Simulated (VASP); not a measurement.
# InSe (R3m) in VASP: single point with PBEsol

Aim: the single point of InSe with PBEsol.

Everything below comes from runs of VASP 6.6.1. Logs are shortened: lines on timing, memory, paths and dates and some standing lists are left out, and cuts for length are marked.

## Step 1: The cell of the first run

Symmetry: R3m, No. 160, trigonal system. The conventional cell has a = 3.964 Å, b = 3.964 Å, c = 24.313 Å, α = 90.00°, β = 90.00°, γ = 120.00°. In (site symmetry 3m) has 3 Se at 2.63 Å and 1 In at 2.75 Å within 3.5 Å. Within 3.5 Å of In (site symmetry 3m) lie 3 Se at 2.63 Å and 1 In at 2.75 Å. Se (site symmetry 3m) has 3 In at 2.63 Å within 3.5 Å. Se (site symmetry 3m) has 3 In at 2.63 Å within 3.5 Å.

## Step 2: Single point, PBEsol (volume scaled by 0.94, then relaxed in part)

File INCAR:

```
PREC = Accurate
ENCUT = 520
EDIFF = 1E-6
ISMEAR = 0
SIGMA = 0.02
LREAL = False
LASPH = True
NELM = 100
ALGO = Normal
ISIF = 2
LWAVE = False
LCHARG = True
GGA = PS
LELF = True
LVHAR = True
NBANDS = 27
```

File KPOINTS:

```
regular mesh
0
Gamma
  12 12 12
```

File POSCAR:

```
InSe
1.0
    1.9820249887      1.1443226607      8.1041786995
   -1.9820249887      1.1443226607      8.1041786995
    0.0000000000     -2.2886453215      8.1041786995
In Se
2 2
Direct
   -0.0009061411     -0.0009061411     -0.0009061411
    0.1122933625      0.1122933625      0.1122933625
    0.6126853620      0.6126853620      0.6126853620
    0.8319274166      0.8319274166      0.8319274166
```

Potentials or basis: VASP PAW PBE potentials, release 64 (In_d, Se).

Command:

```console
$ cat potpaw_PBE.64/In_d/POTCAR potpaw_PBE.64/Se/POTCAR > POTCAR
$ mpirun -np 1 vasp_std > vasp.out
```

OUTCAR:

```text
PREC = Accurate
   ENCUT = 520
   EDIFF = 1E-6
   ISMEAR = 0
   LREAL = False
   LASPH = True
   NELM = 100
   ISIF = 2
   GGA = PS

 ion  position               nearest neighbor table
   1  0.999  0.999  0.999-   3 2.63   3 2.63   3 2.63   2 2.75
   2  0.112  0.112  0.112-   4 2.63   4 2.63   4 2.63   1 2.75
   3  0.613  0.613  0.613-   1 2.63   1 2.63   1 2.63
   4  0.832  0.832  0.832-   2 2.63   2 2.63   2 2.63

  LATTYP: Found a trigonal (rhomboedric) cell.
 ALAT       =     8.4211406473
 COS(alpha) =     0.8892085095

  Lattice vectors:

 A1 = (   1.9820249887,   1.1443226607,   8.1041786995)
 A2 = (  -1.9820249887,   1.1443226607,   8.1041786995)
 A3 = (   0.0000000000,  -2.2886453215,   8.1041786995)

Analysis of symmetry for initial positions (statically):
=====================================================================
 Subroutine PRICEL returns:
 Original cell was already a primitive cell.

 Routine SETGRP: Setting up the symmetry group for a
 trigonal (rhombohedral) supercell.

 Subroutine GETGRP returns: Found  6 space group operations
 (whereof  6 operations were pure point group operations)
 out of a pool of 12 trial point group operations.

The static configuration has the point symmetry C_3v.

Analysis of symmetry for dynamics (positions and initial velocities):
=====================================================================
 Subroutine PRICEL returns:
 Original cell was already a primitive cell.

 Routine SETGRP: Setting up the symmetry group for a
 trigonal (rhombohedral) supercell.

 Subroutine GETGRP returns: Found  6 space group operations
 (whereof  6 operations were pure point group operations)
 out of a pool of 12 trial point group operations.

The dynamic configuration has the point symmetry C_3v.

 Subroutine INISYM returns: Found  6 space group operations
 (whereof  6 operations are pure point group operations),
 and found     1 'primitive' translations

----------------------------------------------------------------------------------------

                                     Primitive cell

  volume of cell :     110.2854

  direct lattice vectors                    reciprocal lattice vectors
     1.982024989  1.144322661  8.104178700     0.252267253  0.145646567  0.041131044
    -1.982024989  1.144322661  8.104178700    -0.252267253  0.145646567  0.041131044
     0.000000000 -2.288645322  8.104178700     0.000000000 -0.291293133  0.041131044

  length of vectors
     8.421140647  8.421140647  8.421140647     0.294182685  0.294182685  0.294182685

  position of ions in fractional coordinates (direct lattice)
     0.999093859  0.999093859  0.999093859
     0.112293362  0.112293362  0.112293362
     0.612685362  0.612685362  0.612685362
     0.831927417  0.831927417  0.831927417

  ion indices of the primitive-cell ions
   primitive index   ion index
                 1           1
                 2           2
                 3           3
                 4           4

----------------------------------------------------------------------------------------

 KPOINTS: regular mesh

Automatic generation of k-mesh.
 Grid dimensions read from file:
 generate k-points for:   12   12   12

 Generating k-lattice:

  Cartesian coordinates                     Fractional coordinates (reciprocal lattice)
     0.021022271  0.012137214  0.003427587     0.083333333 -0.000000000  0.000000000
    -0.021022271  0.012137214  0.003427587    -0.000000000  0.083333333  0.000000000
     0.000000000 -0.024274428  0.003427587     0.000000000  0.000000000  0.083333333

  Length of vectors
     0.024515224  0.024515224  0.024515224

  Shift w.r.t. Gamma in fractional coordinates (k-lattice)
     0.000000000  0.000000000  0.000000000

 Subroutine IBZKPT returns following result:
 ===========================================

 Found    189 irreducible k-points:

 Following reciprocal coordinates:
            Coordinates               Weight
  0.000000  0.000000  0.000000      1.000000
  0.083333  0.000000  0.000000      6.000000
  0.166667 -0.000000 -0.000000      6.000000
  0.250000  0.000000 -0.000000      6.000000
  0.333333 -0.000000 -0.000000      6.000000
  0.416667 -0.000000 -0.000000      6.000000
[... 16 lines left out ...]
  0.500000  0.166667  0.000000     12.000000
 -0.416667  0.166667  0.000000     12.000000
 [... further k-points ...]
   k-points           NKPTS =    189   k-points in BZ     NKDIM =    189   number of bands    NBANDS=     27
   number of dos      NEDOS =    301   number of ions     NIONS =      4
   total plane-waves  NPLWV = 262144
   dimension x,y,z NGX =    64 NGY =   64 NGZ =   64
   dimension x,y,z NGXF=   128 NGYF=  128 NGZF=  128
   ions per type =               2   2
   NGX,Y,Z   is equivalent  to a cutoff of  12.63, 12.63, 12.63 a.u.
   NGXF,Y,Z  is equivalent  to a cutoff of  25.27, 25.27, 25.27 a.u.
 SYSTEM =  unknown system
   PREC   = accura    normal or accurate (medium, high low for compatibility)
   ISTART =      0    job   : 0-new  1-cont  2-samecut
   ICHARG =      2    charge: 1-file 2-atom 10-const
   ISPIN  =      1    spin polarized calculation?
   LNONCOLLINEAR =      F non collinear calculations
   LSORBIT =      F    spin-orbit coupling
   LASPH  =      T    aspherical Exc in radial PAW
   ENCUT  =  520.0 eV  38.22 Ry    6.18 a.u.  15.66 15.66 15.66*2*pi/ulx,y,z
   NELM   =    100;   NELMIN=  2; NELMDL= -5     # of ELM steps
   EDIFF  = 0.1E-05   stopping-criterion for ELM
   LREAL  =      F    real-space projection
   EDIFFG = 0.1E-04   stopping-criterion for IOM
   NSW    =      0    number of steps for IOM
   IBRION =     -1    ionic relax: 0-MD 1-quasi-New 2-CG
   NFREE  =      0    steps in history (QN), initial steepest desc. (CG)
   ISIF   =      2    stress and relaxation
   ISYM   =      2    0-nonsym 1-usesym 2-fastsym
   POTIM  = 0.5000    time-step for ionic-motion
   TEBEG  =    0.0;   TEEND  =   0.0 temperature during run
   PSTRESS=    0.0 pullay stress
   NELECT =      38.0000    total number of electrons
   NUPDOWN=      -1.0000    fix difference up-down
   EMIN   =  10.00;   EMAX   =-10.00  energy-range for DOS
   EFERMI =   0.00;   METHOD = LEGACY
   ISMEAR =     0;   SIGMA  =   0.02  broadening in eV -4-tet -1-fermi 0-gaus
   EFERMI_NEDOS =   21; number of points for ismear=-14 and -15
   IALGO  =     38    algorithm
   IMIX   =      4    mixing-type and parameters
     AMIX     =   0.40;   BMIX     =  1.00
     AMIX_MAG =   1.60;   BMIX_MAG =  1.00
  volume/ion in A,a.u.               =      27.57       186.06
  Fermi-wavevector in a.u.,A,eV,Ry     =   1.147704  2.168847 17.921941  1.317226
  Thomas-Fermi vector in A             =   2.284383
   LORBIT       =      0    0 simple, 1 ext, 2 COOP (PROOUT), +10 PAW based schemes
   GGA     = PS    functional components
   LHFCALC =     F    Hartree Fock is set to
   AEXX    =    0.0000 exact exchange contribution
   IVDW    =     0    specifies the selected vdW correction
   LEPSILON=     F    determine dielectric tensor
   LRPA    =     F    only Hartree local field effects (RPA)
 non-spin polarized calculation
 Gauss-broadening in eV      SIGMA  =   0.02
  energy-cutoff  :      520.00
  volume of cell :      110.29
 maximum number of plane-waves:      3019
   NGX = 31   NGY = 31   NGZ = 31

 number of electron      38.0000001 magnetization

 Free energy of the ion-electron system (eV)
  ---------------------------------------------------
  ext. energy  EPLUGINS =         0.00000000
  ---------------------------------------------------
  free energy    TOTEN  =       -15.56682634 eV

  energy without entropy =      -15.56682634  energy(sigma->0) =      -15.56682634

 E-fermi :   4.7667     XC(G=0):  -9.4034

 val. band max:        4.6176621215   @ k =   0.5000   0.5000   0.5000
 cond. band min:       4.9533330810   @ k =   0.5000   0.5000   0.5000
 fundamental gap:      0.3356709595
 Fermi energy:         4.7666643003

 k-point     1 :       0.0000    0.0000    0.0000
  band No.  band energies     occupation
      1     -10.2743      2.00000
      2     -10.0620      2.00000
      3     -10.0620      2.00000
      4      -9.9653      2.00000
      5      -9.9653      2.00000
      6      -9.9566      2.00000
[... 19 lines left out ...]
     26      10.0194      0.00000
     27      12.2461      0.00000

 k-point     2 :       0.0833    0.0000    0.0000
  band No.  band energies     occupation
      1     -10.2746      2.00000
      2     -10.1014      2.00000
      3     -10.0608      2.00000
      4     -10.0015      2.00000
      5      -9.9597      2.00000
      6      -9.9590      2.00000
[... 19 lines left out ...]
     26      10.1980      0.00000
     27      12.2308      0.00000

 k-point     3 :       0.1667   -0.0000   -0.0000
  band No.  band energies     occupation
      1     -10.2836      2.00000
      2     -10.1739      2.00000
      3     -10.0828      2.00000
      4     -10.0588      2.00000
      5      -9.9654      2.00000
      6      -9.9443      2.00000
[... 19 lines left out ...]
     26      10.6056      0.00000
     27      11.4382      0.00000

 k-point     4 :       0.2500    0.0000   -0.0000
  band No.  band energies     occupation
      1     -10.3258      2.00000
      2     -10.2103      2.00000
      3     -10.1699      2.00000
      4     -10.0581      2.00000
      5      -9.9739      2.00000
      6      -9.9234      2.00000
[... 19 lines left out ...]
     26      10.9686      0.00000
     27      11.3204      0.00000

 k-point     5 :       0.3333   -0.0000   -0.0000
  band No.  band energies     occupation
      1     -10.3820      2.00000
      2     -10.2428      2.00000
      3     -10.2123      2.00000
      4     -10.0590      2.00000
      5      -9.9823      2.00000
      6      -9.9027      2.00000
[... 19 lines left out ...]
     26      11.2059      0.00000
     27      11.7437      0.00000

 k-point     6 :       0.4167   -0.0000   -0.0000
  band No.  band energies     occupation
      1     -10.4210      2.00000
      2     -10.2889      2.00000
      3     -10.2096      2.00000
      4     -10.0604      2.00000
      5      -9.9884      2.00000
      6      -9.8879      2.00000
[... 444 lines left out ...]
      1     -10.3449      2.00000
      2     -10.2181      2.00000
      3     -10.2033      2.00000
      4     -10.0640      2.00000
      5      -9.9709      2.00000
      6      -9.9191      2.00000
[... 19 lines left out ...]
     26      10.9772      0.00000
     27      11.6490      0.00000

 k-point    22 :       0.4167    0.1667   -0.0000
  band No.  band energies     occupation
      1     -10.3878      2.00000
      2     -10.2652      2.00000
      3     -10.2108      2.00000
      4     -10.0696      2.00000
      5      -9.9731      2.00000
      6      -9.9062      2.00000
[... 19 lines left out ...]
     26      11.2269      0.00000
     27      11.6054      0.00000

 k-point    23 :       0.5000    0.1667    0.0000
  band No.  band energies     occupation
      1     -10.4179      2.00000
      2     -10.3004      2.00000
      3     -10.2080      2.00000
      4     -10.0741      2.00000
      5      -9.9747      2.00000
      6      -9.8967      2.00000
[... 19 lines left out ...]
     26      11.4671      0.00000
     27      12.1079      0.00000

 k-point    24 :      -0.4167    0.1667    0.0000
  band No.  band energies     occupation
      1     -10.4296      2.00000
      2     -10.3112      2.00000
      3     -10.2069      2.00000
      4     -10.0759      2.00000
      5      -9.9753      2.00000
      6      -9.8932      2.00000
[... 19 lines left out ...]
     26      11.5825      0.00000
     27      12.3885      0.00000

 [... further k-points ...]
[... 5 lines left out ...]
  --------------------------------------------------------------------------------------
  -------------------------------------------------------------------------------------
  Total        1.1607255      1.1607255      1.1123103      0.0000000     -0.0000000      0.0000000
  in kB       16.8625101     16.8625101     16.1591553      0.0000000     -0.0000000      0.0000000
  external PRESSURE =      16.6280585 kB  Pullay stress =       0.0000000 kB

 VOLUME and BASIS-vectors are now :
 -----------------------------------------------------------------------------
  energy-cutoff  :      520.00
  volume of cell :      110.29
      direct lattice vectors                 reciprocal lattice vectors
     1.982024989  1.144322661  8.104178700     0.252267253  0.145646567  0.041131044
    -1.982024989  1.144322661  8.104178700    -0.252267253  0.145646567  0.041131044
     0.000000000 -2.288645322  8.104178700     0.000000000 -0.291293133  0.041131044

 POSITION                                       TOTAL-FORCE (eV/Angst)
 -----------------------------------------------------------------------------------
      0.00000     -0.00000     24.29051         0.000000     -0.000000      0.025715
      0.00000     -0.00000      2.73014         0.000000      0.000000     -0.025423
      0.00000     -0.00000     14.89593         0.000000      0.000000     -0.020205
      0.00000     -0.00000     20.22627         0.000000     -0.000000      0.019913
 -----------------------------------------------------------------------------------
    total drift:                                0.000000      0.000000     -0.000034

  FREE ENERGIE OF THE ION-ELECTRON SYSTEM (eV)
  ---------------------------------------------------
  free  energy   TOTEN  =       -15.5668263409 eV

  energy  without entropy=      -15.5668263409  energy(sigma->0) =      -15.56682634
```

Run time: 19 min. Hardware: 1 thread of Intel Xeon 6975P-C (Granite Rapids), shared host; peak memory 0.86 GiB.

Results:

| Quantity | Value |
| --- | --- |
| Free energy | -15.5668 eV |
| Pressure | 1.7 GPa |
| Largest force | 0.026 eV/Å |
| Band gap on the k mesh | 0.34 eV, direct |

Forces in eV/Å, atoms in the order of the input:
```
In   0.000  0.000  0.026
In   0.000  0.000 -0.025
Se   0.000  0.000 -0.020
Se   0.000  0.000  0.020
```

Caveat: the PAW data sets were made with another functional, which shifts forces and pressure a little; spin-orbit coupling is left out, which moves the levels of the heavy elements.
